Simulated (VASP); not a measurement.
# BaS in VASP: further runs

The runs below take BaS through single point, with PBEsol.

Everything below comes from runs of VASP 6.6.1. Logs are shortened: lines on timing, memory, paths and dates and some standing lists are left out, and cuts for length are marked.

### 1 The cell of the first run

The cell holds a wire with vacuum, 2 atoms: a = 9.000 Å, b = 9.300 Å, c = 5.640 Å, α = 90.00°, β = 90.00°, γ = 90.00°.

### 2 Single point, PBEsol, collinear spin, ferromagnetic start

Input file INCAR:

```
  PREC = Accurate
  ENCUT = 520
  EDIFF = 1E-7
  ISMEAR = 0
  SIGMA = 0.05
  LREAL = F
  LASPH = T
  NELM = 150
  ALGO = Normal
  ISIF = 2
  LWAVE = F
  LCHARG = F
  ISPIN = 2
  MAGMOM = 0.5 0.5
  LORBIT = 11
  GGA = PS
  NBANDS = 19
```

Input file KPOINTS:

```
regular mesh
0
Gamma
  1 1 12
```

Input file POSCAR:

```
BaS
1.0
    9.0000000000      0.0000000000      0.0000000000
    0.0000000000      9.3000000000      0.0000000000
    0.0000000000      0.0000000000      5.6401294918
Ba S
1 1
Direct
    0.5000000000      0.5000000000      0.0000000000
    0.5000000000      0.5000000000      0.5000000000
```

Potentials or basis: VASP PAW PBE potentials, release 64 (Ba_sv, S).

Started as:

```sh
$ cat potpaw_PBE.64/Ba_sv/POTCAR potpaw_PBE.64/S/POTCAR > POTCAR
$ mpirun -np 1 vasp_std > vasp.out
```

OUTCAR:

```text
PREC = Accurate
   ENCUT = 520
   EDIFF = 1E-7
   ISMEAR = 0
   LREAL = F
   LASPH = T
   NELM = 150
   ISIF = 2
   ISPIN = 2
   LORBIT = 11
   GGA = PS

 ion  position               nearest neighbor table
   1  0.500  0.500  0.000-   2 2.82   2 2.82
   2  0.500  0.500  0.500-   1 2.82   1 2.82

  LATTYP: Found a simple orthorhombic cell.
 ALAT       =     5.6401294918
 B/A-ratio  =     1.5957080441
 C/A-ratio  =     1.6488983123

  Lattice vectors:

 A1 = (   0.0000000000,   0.0000000000,   5.6401294918)
 A2 = (   9.0000000000,   0.0000000000,   0.0000000000)
 A3 = (   0.0000000000,   9.3000000000,   0.0000000000)

Analysis of symmetry for initial positions (statically):
=====================================================================
 Subroutine PRICEL returns:
 Original cell was already a primitive cell.

 Routine SETGRP: Setting up the symmetry group for a
 simple orthorhombic supercell.

 Subroutine GETGRP returns: Found  8 space group operations
 (whereof  8 operations were pure point group operations)
 out of a pool of  8 trial point group operations.

The static configuration has the point symmetry D_2h.

Analysis of symmetry for dynamics (positions and initial velocities):
=====================================================================
 Subroutine PRICEL returns:
 Original cell was already a primitive cell.

 Routine SETGRP: Setting up the symmetry group for a
 simple orthorhombic supercell.

 Subroutine GETGRP returns: Found  8 space group operations
 (whereof  8 operations were pure point group operations)
 out of a pool of  8 trial point group operations.

The dynamic configuration has the point symmetry D_2h.

Analysis of structural, dynamic, and magnetic symmetry:
=====================================================================
 Subroutine PRICEL returns:
 Original cell was already a primitive cell.

 Routine SETGRP: Setting up the symmetry group for a
 simple orthorhombic supercell.

 Subroutine GETGRP returns: Found  8 space group operations
 (whereof  8 operations were pure point group operations)
 out of a pool of  8 trial point group operations.

The overall configuration has the point symmetry D_2h.

 Subroutine INISYM returns: Found  8 space group operations
 (whereof  8 operations are pure point group operations),
 and found     1 'primitive' translations

----------------------------------------------------------------------------------------

                                     Primitive cell

  volume of cell :     472.0788

  direct lattice vectors                    reciprocal lattice vectors
     9.000000000  0.000000000  0.000000000     0.111111111  0.000000000  0.000000000
     0.000000000  9.300000000  0.000000000     0.000000000  0.107526882  0.000000000
     0.000000000  0.000000000  5.640129492     0.000000000  0.000000000  0.177300894

  length of vectors
     9.000000000  9.300000000  5.640129492     0.111111111  0.107526882  0.177300894

  position of ions in fractional coordinates (direct lattice)
     0.500000000  0.500000000  0.000000000
     0.500000000  0.500000000  0.500000000

  ion indices of the primitive-cell ions
   primitive index   ion index
                 1           1
                 2           2

----------------------------------------------------------------------------------------

 KPOINTS: regular mesh

Automatic generation of k-mesh.
 Grid dimensions read from file:
 generate k-points for:    1    1   12

 Generating k-lattice:

  Cartesian coordinates                     Fractional coordinates (reciprocal lattice)
     0.111111111  0.000000000  0.000000000     1.000000000  0.000000000  0.000000000
     0.000000000  0.107526882  0.000000000     0.000000000  1.000000000  0.000000000
     0.000000000  0.000000000  0.014775074     0.000000000  0.000000000  0.083333333

  Length of vectors
     0.111111111  0.107526882  0.014775074

  Shift w.r.t. Gamma in fractional coordinates (k-lattice)
     0.000000000  0.000000000  0.000000000

 Subroutine IBZKPT returns following result:
 ===========================================

 Found      7 irreducible k-points:

 Following reciprocal coordinates:
            Coordinates               Weight
  0.000000  0.000000  0.000000      1.000000
  0.000000  0.000000  0.083333      2.000000
  0.000000  0.000000  0.166667      2.000000
  0.000000  0.000000  0.250000      2.000000
  0.000000  0.000000  0.333333      2.000000
  0.000000  0.000000  0.416667      2.000000
  0.000000  0.000000  0.500000      1.000000
   k-points           NKPTS =      7   k-points in BZ     NKDIM =      7   number of bands    NBANDS=     19
   number of dos      NEDOS =    301   number of ions     NIONS =      2
   total plane-waves  NPLWV = 205800
   dimension x,y,z NGX =    70 NGY =   70 NGZ =   42
   dimension x,y,z NGXF=   140 NGYF=  140 NGZF=   84
   ions per type =               1   1
   NGX,Y,Z   is equivalent  to a cutoff of  12.93, 12.51, 12.38 a.u.
   NGXF,Y,Z  is equivalent  to a cutoff of  25.86, 25.03, 24.76 a.u.
 SYSTEM =  unknown system
   PREC   = accura    normal or accurate (medium, high low for compatibility)
   ISTART =      0    job   : 0-new  1-cont  2-samecut
   ICHARG =      2    charge: 1-file 2-atom 10-const
   ISPIN  =      2    spin polarized calculation?
   LNONCOLLINEAR =      F non collinear calculations
   LSORBIT =      F    spin-orbit coupling
   LASPH  =      T    aspherical Exc in radial PAW
   ENCUT  =  520.0 eV  38.22 Ry    6.18 a.u.  16.73 17.29 10.49*2*pi/ulx,y,z
   NELM   =    150;   NELMIN=  2; NELMDL= -5     # of ELM steps
   EDIFF  = 0.1E-06   stopping-criterion for ELM
   LREAL  =      F    real-space projection
   EDIFFG = 0.1E-05   stopping-criterion for IOM
   NSW    =      0    number of steps for IOM
   IBRION =     -1    ionic relax: 0-MD 1-quasi-New 2-CG
   NFREE  =      0    steps in history (QN), initial steepest desc. (CG)
   ISIF   =      2    stress and relaxation
   ISYM   =      2    0-nonsym 1-usesym 2-fastsym
   POTIM  = 0.5000    time-step for ionic-motion
   TEBEG  =    0.0;   TEEND  =   0.0 temperature during run
   PSTRESS=    0.0 pullay stress
   NELECT =      16.0000    total number of electrons
   NUPDOWN=      -1.0000    fix difference up-down
   EMIN   =  10.00;   EMAX   =-10.00  energy-range for DOS
   EFERMI =   0.00;   METHOD = LEGACY
   ISMEAR =     0;   SIGMA  =   0.05  broadening in eV -4-tet -1-fermi 0-gaus
   EFERMI_NEDOS =   21; number of points for ismear=-14 and -15
   IALGO  =     38    algorithm
   IMIX   =      4    mixing-type and parameters
     AMIX     =   0.40;   BMIX     =  1.00
     AMIX_MAG =   1.60;   BMIX_MAG =  1.00
  volume/ion in A,a.u.               =     236.04      1592.87
  Fermi-wavevector in a.u.,A,eV,Ry     =   0.529798  1.001172  3.818958  0.280685
  Thomas-Fermi vector in A             =   1.552061
   LORBIT       =     11    0 simple, 1 ext, 2 COOP (PROOUT), +10 PAW based schemes
   GGA     = PS    functional components
   LHFCALC =     F    Hartree Fock is set to
   AEXX    =    0.0000 exact exchange contribution
   IVDW    =     0    specifies the selected vdW correction
   LEPSILON=     F    determine dielectric tensor
   LRPA    =     F    only Hartree local field effects (RPA)
 spin polarized calculation
 Gauss-broadening in eV      SIGMA  =   0.05
  energy-cutoff  :      520.00
  volume of cell :      472.08
 maximum number of plane-waves:     12745
 NGX is ok and might be reduce to    70
   NGX = 33   NGY = 35   NGZ = 21

 number of electron      15.9999999 magnetization      -0.0000009

 number of electron      15.9999999 magnetization       0.0000009

 Free energy of the ion-electron system (eV)
  ---------------------------------------------------
  ext. energy  EPLUGINS =         0.00000000
  ---------------------------------------------------
  free energy    TOTEN  =        -7.83266083 eV

  energy without entropy =       -7.83266083  energy(sigma->0) =       -7.83266083

 E-fermi :  -1.9065     XC(G=0):  -2.2225

 val. band max:       -2.1486449114   @ k =   0.0000   0.0000   0.0000
 cond. band min:      -0.9797230572   @ k =   0.0000   0.0000   0.0000
 fundamental gap:      1.1689218541
 Fermi energy:        -1.9064618007

 spin component 1

 k-point     1 :       0.0000    0.0000    0.0000
  band No.  band energies     occupation
      1     -30.6732      1.00000
      2     -16.0336      1.00000
      3     -16.0334      1.00000
      4     -15.7147      1.00000
      5     -12.7766      1.00000
      6      -3.0226      1.00000
[... 11 lines left out ...]
     18       3.1664      0.00000
     19       3.3313      0.00000
[... 111 lines left out ...]
 k-point     7 :       0.0000    0.0000    0.5000
  band No.  band energies     occupation
      1     -30.6707      1.00000
      2     -16.1394      1.00000
      3     -16.0291      1.00000
      4     -16.0289      1.00000
      5     -11.6860      1.00000
      6      -4.4796      1.00000
[... 11 lines left out ...]
     18       2.5408      0.00000
     19       3.2866      0.00000
 Fermi energy:        -1.9064618007

 spin component 2

 k-point     1 :       0.0000    0.0000    0.0000
  band No.  band energies     occupation
      1     -30.6732      1.00000
      2     -16.0336      1.00000
      3     -16.0334      1.00000
      4     -15.7147      1.00000
      5     -12.7766      1.00000
      6      -3.0226      1.00000
[... 11 lines left out ...]
     18       3.1668      0.00000
     19       3.3316      0.00000
[... 111 lines left out ...]
 k-point     7 :       0.0000    0.0000    0.5000
  band No.  band energies     occupation
      1     -30.6707      1.00000
      2     -16.1394      1.00000
      3     -16.0291      1.00000
      4     -16.0289      1.00000
      5     -11.6860      1.00000
      6      -4.4796      1.00000
[... 11 lines left out ...]
     18       2.5408      0.00000
     19       3.2868      0.00000

------------------------ aborting loop because EDIFF is reached ----------------------------------------

  FORCE on cell =-STRESS in cart. coord.  units (eV):
  Direction    XX          YY          ZZ          XY          YZ          ZX
  --------------------------------------------------------------------------------------
  -------------------------------------------------------------------------------------
  Total        0.0783591      0.0570502      1.3619138      0.0000000      0.0000000      0.0000000
  in kB        0.2659412      0.1936213      4.6221673      0.0000000      0.0000000      0.0000000
  external PRESSURE =       1.6939099 kB  Pullay stress =       0.0000000 kB

 VOLUME and BASIS-vectors are now :
 -----------------------------------------------------------------------------
  energy-cutoff  :      520.00
  volume of cell :      472.08
      direct lattice vectors                 reciprocal lattice vectors
     9.000000000  0.000000000  0.000000000     0.111111111  0.000000000  0.000000000
     0.000000000  9.300000000  0.000000000     0.000000000  0.107526882  0.000000000
     0.000000000  0.000000000  5.640129492     0.000000000  0.000000000  0.177300894

 POSITION                                       TOTAL-FORCE (eV/Angst)
 -----------------------------------------------------------------------------------
      4.50000      4.65000      0.00000         0.000000      0.000000      0.000000
      4.50000      4.65000      2.82006         0.000000      0.000000      0.000000
 -----------------------------------------------------------------------------------
    total drift:                                0.000000      0.000000      0.000000

  FREE ENERGIE OF THE ION-ELECTRON SYSTEM (eV)
  ---------------------------------------------------
  free  energy   TOTEN  =        -7.8326608330 eV

  energy  without entropy=       -7.8326608330  energy(sigma->0) =       -7.83266083

 total charge

# of ion       s       p       d       tot
------------------------------------------
    1        1.997   5.604   0.333   7.933
    2        1.326   2.392   0.000   3.718
--------------------------------------------------
tot          3.323   7.996   0.333  11.651

 magnetization (x)

# of ion       s       p       d       tot
------------------------------------------
    1        0.000   0.000  -0.000  -0.000
    2        0.000   0.000   0.000   0.000
--------------------------------------------------
tot          0.000   0.000  -0.000   0.000
```

Run time: 1.9 min. Hardware: 1 thread of Intel Xeon 6975P-C (Granite Rapids), shared host; peak memory 0.69 GiB.

Results:

```
Free energy                                           : -7.8327 eV
Band gap on the k mesh                                : 1.17 eV, direct
Net moment                                            : 0.00 μB per cell
Valence electrons inside the program's atomic spheres : Ba 7.93; S 3.72
```

Caveat: the PAW data sets were made with another functional, which shifts forces and pressure a little; spin-orbit coupling is left out, which moves the levels of the heavy elements.

### 3 Single point, PBEsol, collinear spin, ferromagnetic start

Input file INCAR:

```
PREC = Accurate ; ENCUT = 520
EDIFF = 1E-6 ; ISMEAR = 0
SIGMA = 0.05 ; LREAL = F
LASPH = T ; NELM = 150
ALGO = Normal ; ISIF = 2
LWAVE = F ; LCHARG = F
ISPIN = 2 ; MAGMOM = 0.5 0.5
LORBIT = 11 ; GGA = PS
NBANDS = 19
```

Input file KPOINTS:

```
Automatic mesh
0
Gamma
  1 1 12
```

Input file POSCAR:

```
BaS
1.0
    9.0000000000      0.0000000000      0.0000000000
    0.0000000000      9.3000000000      0.0000000000
    0.0000000000      0.0000000000      5.6392906385
Ba S
1 1
Direct
    0.5000000000      0.5000000000     -0.0174996032
    0.5000000000      0.5000000000      0.4824996032
```

Potentials or basis: VASP PAW PBE potentials, release 64 (Ba_sv, S).

Started as:

```sh
$ cat potpaw_PBE.64/Ba_sv/POTCAR potpaw_PBE.64/S/POTCAR > POTCAR
$ mpirun -np 1 vasp_std > vasp.out
```

Run time: 99 s. Hardware: 1 thread of Intel Xeon 6975P-C (Granite Rapids), shared host; peak memory 0.68 GiB.

Results (log left out):

```yaml
Free_energy: -7.8325 eV
Band_gap_on_the_k_mesh: 1.17 eV, direct
Net_moment: 0.00 μB per cell
Valence_electrons_inside_the_program's_atomic_spheres: Ba 7.93; S 3.72
```

Levels at points of the mesh, in eV from the valence-band top:
Spin up:
| k point | band 5 | band 6 | band 7 | band 8 | band 9 | band 10 | band 11 | band 12 |
| --- | --- | --- | --- | --- | --- | --- | --- | --- |
| (0.00, 0.00, 0.00) | -10.63 | -0.88 | -0.87 | 0.00 | 1.17 | 2.21 | 2.38 | 2.65 |
| (0.00, 0.00, 0.50) | -9.54 | -2.33 | -1.33 | -1.33 | 1.71 | 2.49 | 2.58 | 3.15 |
Spin down:
| k point | band 4 | band 5 | band 6 | band 7 | band 8 | band 9 | band 10 | band 11 | band 12 | band 13 |
| --- | --- | --- | --- | --- | --- | --- | --- | --- | --- | --- |
| (0.00, 0.00, 0.00) | -13.57 | -10.63 | -0.88 | -0.87 | 0.00 | 1.17 | 2.21 | 2.38 | 2.65 | 2.66 |
| (0.00, 0.00, 0.50) | -13.88 | -9.54 | -2.33 | -1.33 | -1.33 | 1.71 | 2.49 | 2.58 | 3.15 | 3.90 |

Caveat: the PAW data sets were made with another functional, which shifts forces and pressure a little; spin-orbit coupling is left out, which moves the levels of the heavy elements.

### 4 Single point, PBEsol, collinear spin, ferromagnetic start

This run uses another cell than the first one, of 238.52 Å³/atom, 1.010 times its volume.

Input file INCAR:

```
PREC = Accurate ; ENCUT = 520
EDIFF = 1E-6 ; ISMEAR = 0
SIGMA = 0.05 ; LREAL = False
LASPH = True ; NELM = 150
ALGO = Normal ; ISIF = 2
LWAVE = False ; LCHARG = False
ISPIN = 2 ; MAGMOM = 0.5 0.5
LORBIT = 11 ; GGA = PS
NBANDS = 19
```

Input file KPOINTS:

```
regular mesh
0
Gamma
  1 1 12
```

Input file POSCAR:

```
BaS
1.0
    9.0000000000      0.0000000000      0.0000000000
    0.0000000000      9.3000000000      0.0000000000
    0.0000000000      0.0000000000      5.6993413917
Ba S
1 1
Direct
    0.5000000000      0.5000000000      0.0000000000
    0.5000000000      0.5000000000      0.5000000000
```

Started as:

```sh
$ cat potpaw_PBE.64/Ba_sv/POTCAR potpaw_PBE.64/S/POTCAR > POTCAR
$ mpirun -np 1 vasp_std > vasp.out
```

It took 2 min on 1 thread of Intel Xeon 6975P-C (Granite Rapids), shared host; peak memory 0.68 GiB.

Results (log left out):

| Property | Result |
| --- | --- |
| Free energy | -7.8396 eV |
| Band gap on the k mesh | 1.25 eV, direct |
| Net moment | 0.00 μB per cell |
| Valence electrons inside the program's atomic spheres | Ba 7.92; S 3.71 |

Levels at points of the mesh, in eV from the valence-band top:
Spin up:
```
           k point  band 6  band 7  band 8  band 9  band 10  band 11
(0.00, 0.00, 0.00)   -0.75   -0.75    0.00    1.26     2.28     2.44
(0.00, 0.00, 0.50)   -2.20   -1.19   -1.18    1.77     2.53     2.62
```
Spin down:
| k point | band 6 | band 7 | band 8 | band 9 | band 10 | band 11 |
| --- | --- | --- | --- | --- | --- | --- |
| (0.00, 0.00, 0.00) | -0.75 | -0.75 | 0.00 | 1.25 | 2.28 | 2.44 |
| (0.00, 0.00, 0.50) | -2.20 | -1.19 | -1.18 | 1.77 | 2.53 | 2.62 |

Caveat: the PAW data sets were made with another functional, which shifts forces and pressure a little; spin-orbit coupling is left out, which moves the levels of the heavy elements.

### 5 Summary

```tsv
cell	gap on the mesh (eV)	moment (μB)
a = 9.000, b = 9.300, c = 5.640 Å, 2 atoms	1.17	0.00
a = 9.000, b = 9.300, c = 5.639 Å, 2 atoms	1.17	0.00
a = 9.000, b = 9.300, c = 5.699 Å, 2 atoms	1.25	0.00
```

Alike in all rows: task single point; level PBEsol; potentials or basis VASP PAW PBE potentials, release 64 (Ba_sv, S); spin collinear, ferromagnetic start; k mesh 1 × 1 × 12; cutoff (eV) 520; smearing gaussian 0.05 eV.

Caveats: the PAW data sets were made with another functional, which shifts forces and pressure a little; spin-orbit coupling is left out, which moves the levels of the heavy elements.

Total energies depend on the potentials used, so only differences within one code and one set of settings carry meaning.
